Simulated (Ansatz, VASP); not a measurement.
# Nb: VASP beside Ansatz

```
Nb
1.0
    -1.66395    1.66395    1.66395
     1.66395   -1.66395    1.66395
     1.66395    1.66395   -1.66395
Nb
1
Cartesian
  0.0000 0.0000 0.0000
```

Alike in both runs: functional PBE; k mesh 11 × 11 × 11; occupations fermi-dirac, width 0.1 eV; non-collinear spin, spin-orbit coupling.

```csv
,VASP,Ansatz
version,VASP 6.6.1,Ansatz 0.2.0
potentials or method,"VASP PAW PBE potentials, release 64 (Nb_sv)",PseudoDojo standard (PBE files)
plane-wave cutoff (eV),500,1116
valence electrons in the cell,13,13
task,single point,electron localisation function
```

VASP gave:

| Item | Value |
| --- | --- |
| pressure (GPa) | -2.4 |
| net moment per atom (μB) | 0.00 |

Task: Which values does Ansatz return?

Result: Pressure (GPa): -1.7; net moment per atom (μB): 0.00.

With one functional, cell and mesh, what is left measures potentials, basis and numerics.
